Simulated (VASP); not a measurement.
Wanted: the native input for a VASP 6.6.1 run.

| Property | Result |
| --- | --- |
| Task | single point |
| Functional | PBE |
| Potentials or basis | VASP PAW PBE potentials, release 64 (W_sv) |
| Cutoff | 520 eV |
| k mesh | 14 × 14 × 14 |
| Occupations | fermi-dirac, width 0.08 eV |
| Spin | no spin polarisation |
| Dipole correction | no |
| Further INCAR settings | ALGO = Normal; EDIFF = 1e-06; NBANDS = 13 |

The structure of W lies in POSCAR:

```
W
1.0
   -1.5923524697      1.5923524697      1.5923524697
    1.5923524697     -1.5923524697      1.5923524697
    1.5923524697      1.5923524697     -1.5923524697
W
1
Direct
    0.0000000000      0.0000000000      0.0000000000
```

The input as run:

INCAR

```
SYSTEM = W
PREC     = Accurate       ! precision mode
ENCUT    = 520            ! plane-wave cutoff, eV
EDIFF    = 1E-6           ! SCF threshold, eV
ISMEAR   = -1             ! smearing method
SIGMA    = 0.08           ! smearing width, eV
LREAL    = .False.        ! projectors in reciprocal space
LASPH    = .True.         ! aspherical terms in the spheres
NELM     = 80             ! most SCF steps
ALGO     = Normal         ! electronic algorithm
ISIF     = 2              ! what is computed and relaxed
LWAVE    = .False.        ! write WAVECAR
LCHARG   = .False.        ! write CHGCAR
GGA      = PE             ! functional
NBANDS   = 13             ! bands
```

KPOINTS

```
regular mesh
0
Gamma
  14 14 14
  0 0 0
```

Potentials or basis: VASP PAW PBE potentials, release 64 (W_sv).

Command:

```bash
$ cat potpaw_PBE.64/W_sv/POTCAR > POTCAR
$ mpirun -np 1 vasp_std > vasp.out
```

It gave:

```json
{
 "Pressure": "0.4 GPa",
 "Band gap on the k mesh": "zero (band 7 reaches 16.20 eV, above the bottom of band 8 at 9.97 eV)"
}
```

Caveat: spin-orbit coupling is left out, which moves the levels of the heavy elements.

Wall time 10 s on 1 thread of Intel(R) Xeon(R) Platinum 8488C (Sapphire Rapids), with other jobs on the host, peak memory 0.15 GiB.
